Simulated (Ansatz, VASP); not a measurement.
Si in VASP and in Ansatz

INCAR

```
  PREC = Accurate
  ENCUT = 520
  EDIFF = 1E-8
  ISMEAR = 0
  SIGMA = 0.01
  LREAL = Auto
  LASPH = T
  NELM = 60
  ALGO = Normal
  ISIF = 2
  LWAVE = F
  LCHARG = F
  GGA = PS
  LEFG = T
  NBANDS = 46
```

The input KPOINTS:

```
Automatic mesh
0
Gamma
  4 4 4
```

The input POSCAR:

```
Si
1.0
    0.0000000000      5.4271200000      5.4271200000
    5.4271200000      0.0000000000      5.4271200000
    5.4271200000      5.4271200000      0.0000000000
Si
16
Direct
    0.3750000000      0.3750000000      0.3750000000
    0.3750000000      0.3750000000      0.8750000000
    0.3750000000      0.8750000000      0.3750000000
    0.3750000000      0.8750000000      0.8750000000
    0.8750000000      0.3750000000      0.3750000000
    0.8750000000      0.3750000000      0.8750000000
    0.8750000000      0.8750000000      0.3750000000
    0.8750000000      0.8750000000      0.8750000000
    0.2500000000      0.2500000000      0.2500000000
    0.2500000000      0.2500000000      0.7500000000
    0.2500000000      0.7500000000      0.2500000000
    0.2500000000      0.7500000000      0.7500000000
    0.7500000000      0.2500000000      0.2500000000
    0.7500000000      0.2500000000      0.7500000000
    0.7500000000      0.7500000000      0.2500000000
    0.7500000000      0.7500000000      0.7500000000
```

Input for Ansatz:

```yaml
crystal:
  lattice:
    - [0.0, 5.42712, 5.42712]
    - [5.42712, 0.0, 5.42712]
    - [5.42712, 5.42712, 0.0]
  atoms:
    - { symbol: Si, position: [0.375, 0.375, 0.375] }
    - { symbol: Si, position: [0.375, 0.375, 0.875] }
    - { symbol: Si, position: [0.375, 0.875, 0.375] }
    - { symbol: Si, position: [0.375, 0.875, 0.875] }
    - { symbol: Si, position: [0.875, 0.375, 0.375] }
    - { symbol: Si, position: [0.875, 0.375, 0.875] }
    - { symbol: Si, position: [0.875, 0.875, 0.375] }
    - { symbol: Si, position: [0.875, 0.875, 0.875] }
    - { symbol: Si, position: [0.25, 0.25, 0.25] }
    - { symbol: Si, position: [0.25, 0.25, 0.75] }
    - { symbol: Si, position: [0.25, 0.75, 0.25] }
    - { symbol: Si, position: [0.25, 0.75, 0.75] }
    - { symbol: Si, position: [0.75, 0.25, 0.25] }
    - { symbol: Si, position: [0.75, 0.25, 0.75] }
    - { symbol: Si, position: [0.75, 0.75, 0.25] }
    - { symbol: Si, position: [0.75, 0.75, 0.75] }
kpoints:
  mp_grid: { grid: [4, 4, 4] }
scf:
  occupations: { method: fixed }
hamiltonian:
  xc: pbesol
  pseudopotentials: { kind: paw, azcp: { folder: soft_1 } }
output:
  forces: true
  efg: { contact_densities: true }
  core_levels:
    shells: { Si: "2p" }
    counted_from: valence_top
    eps_inf: [12.932, 12.932, 12.932]
```

Alike in both runs: task electric field gradients; functional PBEsol; k mesh 4 × 4 × 4; no spin polarisation.

|  | VASP | Ansatz |
| --- | --- | --- |
| version | VASP 6.6.1 | Ansatz 0.2.0 |
| potentials or method | VASP PAW PBE potentials, release 64 (Si) | plane-wave PAW, scalar-relativistic |
| plane-wave cutoff (eV) | 520 | 420 |
| occupations | gaussian, width 0.01 eV | fixed |
| valence electrons in the cell | 64 | 64 |

|  | VASP | Ansatz | Ansatz less VASP |
| --- | --- | --- | --- |
| gap on the k mesh at the Fermi level (eV) | 0.50 | 0.51 | +0.006 |

VASP's potentials were made for PBE, not for PBEsol, and Ansatz warns of the same on its side.
